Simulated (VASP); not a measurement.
A run of VASP 6.6.1:

INCAR

```
SYSTEM = Cu
PREC = Accurate ; ENCUT = 520
EDIFF = 1E-7 ; ISMEAR = 0
SIGMA = 0.15 ; LREAL = .FALSE.
LASPH = .TRUE. ; NELM = 100
ALGO = Normal ; ISIF = 2
LWAVE = .FALSE. ; LCHARG = .FALSE.
NBANDS = 12
```

The input KPOINTS:

```
Automatic mesh
0
G
  24 24 24
  0 0 0
```

File POSCAR:

```
Cu
1.0
   -1.4131157810      1.4131157810      1.3683200107
    1.4131157810     -1.4131157810      1.3683200107
    1.4131157810      1.4131157810     -1.3683200107
Cu
1
Direct
    0.0000000000      0.0000000000      0.0000000000
```

Potentials or basis: VASP PAW LDA potentials, release 64 (Cu).

Command:

```console
$ cat potpaw_LDA.64/Cu/POTCAR > POTCAR
$ mpirun -np 1 vasp_std > vasp.out
```

Hardware: 1 thread of Intel(R) Xeon(R) 6975P-C (Granite Rapids), on a shared host.

Estimate the wall time of this run.

Run time: 46 s on 1 thread of Intel(R) Xeon(R) 6975P-C (Granite Rapids) (shared host), peak memory 0.24 GiB. Counts: scf iterations 12, k points 1063.
